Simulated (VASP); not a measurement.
# Hf (I4/mmm) in VASP: further runs

Hf is run at these levels: PBEsol; tasks: single point.

Everything below comes from runs of VASP 6.6.1. Logs are shortened: lines on timing, memory, paths and dates and some standing lists are left out, and cuts for length are marked.

## 1. The cell of the first run

The structure is tetragonal, space group I4/mmm (No. 139). Conventional cell: a = 3.014 Å, b = 3.014 Å, c = 4.440 Å, α = 90.00°, β = 90.00°, γ = 90.00°. Within 4.0 Å of Hf (site symmetry 4/mmm) lie 12 Hf at 3.01 to 3.08 Å.

## 2. Single point, PBEsol (strain -0.040 along x and y, +0.000 along z)

Input file INCAR:

```
SYSTEM = Hf
PREC = Accurate ; ENCUT = 520
EDIFF = 1E-7 ; ISMEAR = 0
SIGMA = 0.15 ; LREAL = .FALSE.
LASPH = .TRUE. ; NELM = 100
ALGO = Fast ; ISIF = 2
LWAVE = .FALSE. ; LCHARG = .TRUE.
GGA = PS ; LELF = .TRUE.
LVHAR = .TRUE. ; NBANDS = 11
```

Input file KPOINTS:

```
regular mesh
0
G
  18 18 18
  0 0 0
```

Input file POSCAR:

```
Hf
1.0
    0.0000000000      2.1312000000      2.2200000000
    2.1312000000      0.0000000000      2.2200000000
    2.1312000000      2.1312000000      0.0000000000
Hf
1
Direct
    0.0000000000      0.0000000000      0.0000000000
```

Potentials or basis: VASP PAW PBE potentials, release 64 (Hf_pv).

The run is started by

```console
$ cat potpaw_PBE.64/Hf_pv/POTCAR > POTCAR
$ mpirun -np 1 vasp_std > vasp.out
```

OUTCAR:

```text
SYSTEM = Hf
   PREC = Accurate
   ENCUT = 520
   EDIFF = 1E-7
   ISMEAR = 0
   LREAL = .FALSE.
   LASPH = .TRUE.
   NELM = 100
   ISIF = 2
   GGA = PS

 ion  position               nearest neighbor table
   1  0.000  0.000  0.000-

  LATTYP: Found a body centered tetragonal cell.
 ALAT       =     3.0139719441
 C/A-ratio  =     1.4731391275

  Lattice vectors:

 A1 = (  -2.1312000000,   0.0000000000,   2.2200000000)
 A2 = (   2.1312000000,   0.0000000000,   2.2200000000)
 A3 = (   0.0000000000,   2.1312000000,  -2.2200000000)

Analysis of symmetry for initial positions (statically):
=====================================================================
 Subroutine PRICEL returns:
 Original cell was already a primitive cell.

 Routine SETGRP: Setting up the symmetry group for a
 body centered tetragonal supercell.

 Subroutine GETGRP returns: Found 16 space group operations
 (whereof 16 operations were pure point group operations)
 out of a pool of 16 trial point group operations.

The static configuration has the point symmetry D_4h.

Analysis of symmetry for dynamics (positions and initial velocities):
=====================================================================
 Subroutine PRICEL returns:
 Original cell was already a primitive cell.

 Routine SETGRP: Setting up the symmetry group for a
 body centered tetragonal supercell.

 Subroutine GETGRP returns: Found 16 space group operations
 (whereof 16 operations were pure point group operations)
 out of a pool of 16 trial point group operations.

The dynamic configuration has the point symmetry D_4h.

 Subroutine INISYM returns: Found 16 space group operations
 (whereof 16 operations are pure point group operations),
 and found     1 'primitive' translations

----------------------------------------------------------------------------------------

                                     Primitive cell

  volume of cell :      20.1665

  direct lattice vectors                    reciprocal lattice vectors
     0.000000000  2.131200000  2.220000000    -0.234609610  0.234609610  0.225225225
     2.131200000  0.000000000  2.220000000     0.234609610 -0.234609610  0.225225225
     2.131200000  2.131200000  0.000000000     0.234609610  0.234609610 -0.225225225

  length of vectors
     3.077403685  3.077403685  3.013971944     0.401010898  0.401010898  0.401010898

  position of ions in fractional coordinates (direct lattice)
     0.000000000  0.000000000  0.000000000

  ion indices of the primitive-cell ions
   primitive index   ion index
                 1           1

----------------------------------------------------------------------------------------

 KPOINTS: regular mesh

Automatic generation of k-mesh.
 Grid dimensions read from file:
 generate k-points for:   18   18   18

 Generating k-lattice:

  Cartesian coordinates                     Fractional coordinates (reciprocal lattice)
    -0.013033867  0.013033867  0.012512513     0.055555556 -0.000000000  0.000000000
     0.013033867 -0.013033867  0.012512513    -0.000000000  0.055555556  0.000000000
     0.013033867  0.013033867 -0.012512513     0.000000000  0.000000000  0.055555556

  Length of vectors
     0.022278383  0.022278383  0.022278383

  Shift w.r.t. Gamma in fractional coordinates (k-lattice)
     0.000000000  0.000000000  0.000000000

 Subroutine IBZKPT returns following result:
 ===========================================

 Found    480 irreducible k-points:

 Following reciprocal coordinates:
            Coordinates               Weight
  0.000000  0.000000  0.000000      1.000000
  0.055556  0.000000  0.000000      8.000000
  0.111111  0.000000  0.000000      8.000000
  0.166667  0.000000  0.000000      8.000000
  0.222222  0.000000  0.000000      8.000000
  0.277778  0.000000  0.000000      8.000000
[... 16 lines left out ...]
 -0.277778  0.055556  0.000000      8.000000
 -0.222222  0.055556  0.000000      8.000000
 [... further k-points ...]
   k-points           NKPTS =    480   k-points in BZ     NKDIM =    480   number of bands    NBANDS=     11
   number of dos      NEDOS =    301   number of ions     NIONS =      1
   total plane-waves  NPLWV =  13824
   dimension x,y,z NGX =    24 NGY =   24 NGZ =   24
   dimension x,y,z NGXF=    48 NGYF=   48 NGZF=   48
   ions per type =               1
   NGX,Y,Z   is equivalent  to a cutoff of  12.97, 12.97, 13.24 a.u.
   NGXF,Y,Z  is equivalent  to a cutoff of  25.93, 25.93, 26.48 a.u.
 SYSTEM =  Hf
   PREC   = accura    normal or accurate (medium, high low for compatibility)
   ISTART =      0    job   : 0-new  1-cont  2-samecut
   ICHARG =      2    charge: 1-file 2-atom 10-const
   ISPIN  =      1    spin polarized calculation?
   LNONCOLLINEAR =      F non collinear calculations
   LSORBIT =      F    spin-orbit coupling
   LASPH  =      T    aspherical Exc in radial PAW
   ENCUT  =  520.0 eV  38.22 Ry    6.18 a.u.   5.72  5.72  5.60*2*pi/ulx,y,z
   NELM   =    100;   NELMIN=  2; NELMDL= -5     # of ELM steps
   EDIFF  = 0.1E-06   stopping-criterion for ELM
   LREAL  =      F    real-space projection
   EDIFFG = 0.1E-05   stopping-criterion for IOM
   NSW    =      0    number of steps for IOM
   IBRION =     -1    ionic relax: 0-MD 1-quasi-New 2-CG
   NFREE  =      0    steps in history (QN), initial steepest desc. (CG)
   ISIF   =      2    stress and relaxation
   ISYM   =      2    0-nonsym 1-usesym 2-fastsym
   POTIM  = 0.5000    time-step for ionic-motion
   TEBEG  =    0.0;   TEEND  =   0.0 temperature during run
   PSTRESS=    0.0 pullay stress
   NELECT =      10.0000    total number of electrons
   NUPDOWN=      -1.0000    fix difference up-down
   EMIN   =  10.00;   EMAX   =-10.00  energy-range for DOS
   EFERMI =   0.00;   METHOD = LEGACY
   ISMEAR =     0;   SIGMA  =   0.15  broadening in eV -4-tet -1-fermi 0-gaus
   EFERMI_NEDOS =   21; number of points for ismear=-14 and -15
   IALGO  =     68    algorithm
   IMIX   =      4    mixing-type and parameters
     AMIX     =   0.40;   BMIX     =  1.00
     AMIX_MAG =   1.60;   BMIX_MAG =  1.00
  volume/ion in A,a.u.               =      20.17       136.09
  Fermi-wavevector in a.u.,A,eV,Ry     =   1.295779  2.448668 22.844780  1.679044
  Thomas-Fermi vector in A             =   2.427277
   LORBIT       =      0    0 simple, 1 ext, 2 COOP (PROOUT), +10 PAW based schemes
   GGA     = PS    functional components
   LHFCALC =     F    Hartree Fock is set to
   AEXX    =    0.0000 exact exchange contribution
   IVDW    =     0    specifies the selected vdW correction
   LEPSILON=     F    determine dielectric tensor
   LRPA    =     F    only Hartree local field effects (RPA)
 non-spin polarized calculation
 RMM-DIIS sequential band-by-band and
 Gauss-broadening in eV      SIGMA  =   0.15
  energy-cutoff  :      520.00
  volume of cell :       20.17
 maximum number of plane-waves:       555
   NGX = 11   NGY = 11   NGZ = 11

 number of electron      10.0000000 magnetization

 Free energy of the ion-electron system (eV)
  ---------------------------------------------------
  ext. energy  EPLUGINS =         0.00000000
  ---------------------------------------------------
  free energy    TOTEN  =       -10.40749695 eV

  energy without entropy =      -10.39276571  energy(sigma->0) =      -10.40013133

 E-fermi :   5.3221     XC(G=0): -11.8762

 val. band max:        5.3209126469   @ k =  -0.3333   0.3333   0.1667
 cond. band min:       5.3274617513   @ k =   0.5000   0.1111   0.0000
 fundamental gap:      0.0065491044
 Fermi energy:         5.3221102998

 k-point     1 :       0.0000    0.0000    0.0000
  band No.  band energies     occupation
      1     -24.2655      2.00000
      2     -24.2562      2.00000
      3     -24.2562      2.00000
      4      -2.2406      2.00000
      5       6.4059      0.00000
      6       6.9325      0.00000
      7       6.9325      0.00000
      8       9.4967      0.00000
      9      10.3123      0.00000
     10      17.0651      0.00000
     11      18.7237      0.00000

 k-point     2 :       0.0556    0.0000    0.0000
  band No.  band energies     occupation
      1     -24.2976      2.00000
      2     -24.2678      2.00000
      3     -24.2599      2.00000
      4      -2.1171      2.00000
      5       6.4010      0.00000
      6       6.8671      0.00000
      7       6.9933      0.00000
      8       9.4394      0.00000
      9      10.2283      0.00000
     10      17.3429      0.00000
     11      18.7235      0.00000

 k-point     3 :       0.1111    0.0000    0.0000
  band No.  band energies     occupation
      1     -24.4056      2.00000
      2     -24.2843      2.00000
      3     -24.2703      2.00000
      4      -1.7589      2.00000
      5       6.2341      0.00000
      6       6.8488      0.00000
      7       7.1558      0.00000
      8       9.3215      0.00000
      9      10.0262      0.00000
     10      18.0640      0.00000
     11      20.0050      0.00000

 k-point     4 :       0.1667    0.0000    0.0000
  band No.  band energies     occupation
      1     -24.5682      2.00000
      2     -24.3088      2.00000
      3     -24.2862      2.00000
      4      -1.2046      2.00000
      5       5.8744      0.00000
      6       6.9359      0.00000
      7       7.3485      0.00000
      8       9.2925      0.00000
      9       9.8436      0.00000
     10      18.4030      0.00000
     11      19.8262      0.00000
[... 239 lines left out ...]
 k-point    22 :      -0.3333    0.0556    0.0000
  band No.  band energies     occupation
      1     -25.2034      2.00000
      2     -24.4422      2.00000
      3     -24.3424      2.00000
      4       1.0432      2.00000
      5       5.3916      0.51224
      6       6.4133      0.00000
      7       7.1372      0.00000
      8      10.6172      0.00000
      9      11.6743      0.00000
     10      16.3010      0.00000
     11      19.6180      0.00000

 k-point    23 :      -0.2778    0.0556    0.0000
  band No.  band energies     occupation
      1     -25.0383      2.00000
      2     -24.4149      2.00000
      3     -24.3212      2.00000
      4       0.5194      2.00000
      5       5.2280      1.62484
      6       6.6508      0.00000
      7       7.3585      0.00000
      8       9.9274      0.00000
      9      10.8964      0.00000
     10      16.8072      0.00000
     11      18.7232      0.00000

 k-point    24 :      -0.2222    0.0556    0.0000
  band No.  band energies     occupation
      1     -24.8482      2.00000
      2     -24.3822      2.00000
      3     -24.2999      2.00000
      4      -0.1631      2.00000
      5       5.3509      0.78578
      6       6.8472      0.00000
      7       7.5227      0.00000
      8       9.4518      0.00000
      9      10.2198      0.00000
     10      17.5034      0.00000
     11      18.7276      0.00000

 [... further k-points ...]

------------------------ aborting loop because EDIFF is reached ----------------------------------------

  FORCE on cell =-STRESS in cart. coord.  units (eV):
  Direction    XX          YY          ZZ          XY          YZ          ZX
  --------------------------------------------------------------------------------------
  -------------------------------------------------------------------------------------
  Total        1.0700435      1.0700435      0.7632879      0.0000000      0.0000000     -0.0000000
  in kB       85.0120746     85.0120746     60.6411697      0.0000000      0.0000000     -0.0000000
  external PRESSURE =      76.8884396 kB  Pullay stress =       0.0000000 kB

 VOLUME and BASIS-vectors are now :
 -----------------------------------------------------------------------------
  energy-cutoff  :      520.00
  volume of cell :       20.17
      direct lattice vectors                 reciprocal lattice vectors
     0.000000000  2.131200000  2.220000000    -0.234609610  0.234609610  0.225225225
     2.131200000  0.000000000  2.220000000     0.234609610 -0.234609610  0.225225225
     2.131200000  2.131200000  0.000000000     0.234609610  0.234609610 -0.225225225

 POSITION                                       TOTAL-FORCE (eV/Angst)
 -----------------------------------------------------------------------------------
      0.00000      0.00000      0.00000         0.000000      0.000000     -0.000000
 -----------------------------------------------------------------------------------
    total drift:                                0.000000      0.000000     -0.000000

  FREE ENERGIE OF THE ION-ELECTRON SYSTEM (eV)
  ---------------------------------------------------
  free  energy   TOTEN  =       -10.4074969548 eV

  energy  without entropy=      -10.3927657101  energy(sigma->0) =      -10.40013133
```

Run time: 35 s. Hardware: 1 thread of Intel Xeon 6975P-C (Granite Rapids), shared host; peak memory 0.22 GiB.

Results:

- Free energy: -10.4075 eV
- Pressure: 7.7 GPa
- Band gap on the k mesh: zero (bands 5 and 6 overlap by 2.00 eV)

Stress tensor (GPa, compression positive):
```
8.50 0.00 0.00
0.00 8.50 0.00
0.00 0.00 6.06
```

Caveat: the cell differs from its parent crystal (strain -0.040 along x and y, +0.000 along z); the cell stands under pressure; the PAW data sets were made with another functional, which shifts forces and pressure a little; spin-orbit coupling is left out, which moves the levels of the heavy elements.

## 3. Single point, PBEsol (strain -0.040 along x and y, +0.040 along z)

Input file INCAR:

```
ALGO = Normal
EDIFF = 1E-7
ENCUT = 520
GGA = PS
ISIF = 2
ISMEAR = 0
LASPH = True
LCHARG = True
LELF = True
LREAL = False
LVHAR = True
LWAVE = False
NBANDS = 11
NELM = 80
PREC = Accurate
SIGMA = 0.15
```

Input file KPOINTS:

```
k-points
0
Gamma
  18 18 18
```

Input file POSCAR:

```
Hf
1.0
    0.0000000000      2.1312000000      2.3088000000
    2.1312000000      0.0000000000      2.3088000000
    2.1312000000      2.1312000000      0.0000000000
Hf
1
Direct
    0.0000000000      0.0000000000      0.0000000000
```

Potentials or basis: VASP PAW PBE potentials, release 64 (Hf_pv).

The run is started by

```console
$ cat potpaw_PBE.64/Hf_pv/POTCAR > POTCAR
$ mpirun -np 1 vasp_std > vasp.out
```

OUTCAR:

```text
EDIFF = 1E-7
   ENCUT = 520
   GGA = PS
   ISIF = 2
   ISMEAR = 0
   LASPH = True
   LREAL = False
   NELM = 80
   PREC = Accurate

 ion  position               nearest neighbor table
   1  0.000  0.000  0.000-

  LATTYP: Found a body centered tetragonal cell.
 ALAT       =     3.0139719441
 C/A-ratio  =     1.5320646926

  Lattice vectors:

 A1 = (  -2.1312000000,   0.0000000000,   2.3088000000)
 A2 = (   2.1312000000,   0.0000000000,   2.3088000000)
 A3 = (   0.0000000000,   2.1312000000,  -2.3088000000)

[... 514 lines left out ...]

 [... further k-points ...]

------------------------ aborting loop because EDIFF is reached ----------------------------------------

  FORCE on cell =-STRESS in cart. coord.  units (eV):
  Direction    XX          YY          ZZ          XY          YZ          ZX
  --------------------------------------------------------------------------------------
  -------------------------------------------------------------------------------------
  Total        0.5447425      0.5447425     -0.0364905      0.0000000      0.0000000     -0.0000000
  in kB       41.6137780     41.6137780     -2.7875697      0.0000000      0.0000000     -0.0000000
  external PRESSURE =      26.8133288 kB  Pullay stress =       0.0000000 kB

 VOLUME and BASIS-vectors are now :
 -----------------------------------------------------------------------------
  energy-cutoff  :      520.00
  volume of cell :       20.97
      direct lattice vectors                 reciprocal lattice vectors
     0.000000000  2.131200000  2.308800000    -0.234609610  0.234609610  0.216562717
     2.131200000  0.000000000  2.308800000     0.234609610 -0.234609610  0.216562717
     2.131200000  2.131200000  0.000000000     0.234609610  0.234609610 -0.216562717

 POSITION                                       TOTAL-FORCE (eV/Angst)
 -----------------------------------------------------------------------------------
      0.00000      0.00000      0.00000        -0.000000      0.000000      0.000000
 -----------------------------------------------------------------------------------
    total drift:                               -0.000000      0.000000      0.000000

  FREE ENERGIE OF THE ION-ELECTRON SYSTEM (eV)
  ---------------------------------------------------
  free  energy   TOTEN  =       -10.4216903154 eV

  energy  without entropy=      -10.4038364818  energy(sigma->0) =      -10.41276340
```

OSZICAR:

```text
N       E                     dE             d eps       ncg     rms          rms(c)
DAV:   1     0.122490236601E+02    0.12249E+02   -0.57659E+03 10664   0.847E+02
DAV:   2    -0.103314519620E+02   -0.22580E+02   -0.21845E+02 13017   0.155E+02
DAV:   3    -0.107599799967E+02   -0.42853E+00   -0.42500E+00 13461   0.147E+01
DAV:   4    -0.107614180758E+02   -0.14381E-02   -0.14377E-02 12113   0.102E+00
DAV:   5    -0.107614248739E+02   -0.67981E-05   -0.67979E-05 13154   0.632E-02    0.476E+01
DAV:   6    -0.105111894850E+02    0.25024E+00   -0.20101E-01 12204   0.329E+00    0.282E+01
DAV:   7    -0.104256214479E+02    0.85568E-01   -0.30852E-01 12552   0.392E+00    0.131E+00
DAV:   8    -0.104216542139E+02    0.39672E-02   -0.22389E-02 12021   0.105E+00    0.627E-02
DAV:   9    -0.104216902247E+02   -0.36011E-04   -0.34959E-04 12675   0.149E-01    0.486E-02
DAV:  10    -0.104216900550E+02    0.16976E-06   -0.12653E-05 12493   0.268E-02    0.339E-02
DAV:  11    -0.104216903233E+02   -0.26837E-06   -0.16037E-06 12739   0.965E-03    0.192E-03
DAV:  12    -0.104216903154E+02    0.78868E-08   -0.34052E-08  7803   0.167E-03
   1 F= -.10421690E+02 E0= -.10412763E+02  d E =-.178538E-01
```

Run time: 24 s. Hardware: 1 thread of Intel Xeon 6975P-C (Granite Rapids), shared host; peak memory 0.23 GiB.

Results:

```yaml
Free_energy: -10.4217 eV
Pressure: 2.7 GPa
Band_gap_on_the_k_mesh: zero (bands 5 and 6 overlap by 1.71 eV)
```

Caveat: the cell differs from its parent crystal (strain -0.040 along x and y, +0.040 along z); the PAW data sets were made with another functional, which shifts forces and pressure a little; spin-orbit coupling is left out, which moves the levels of the heavy elements.
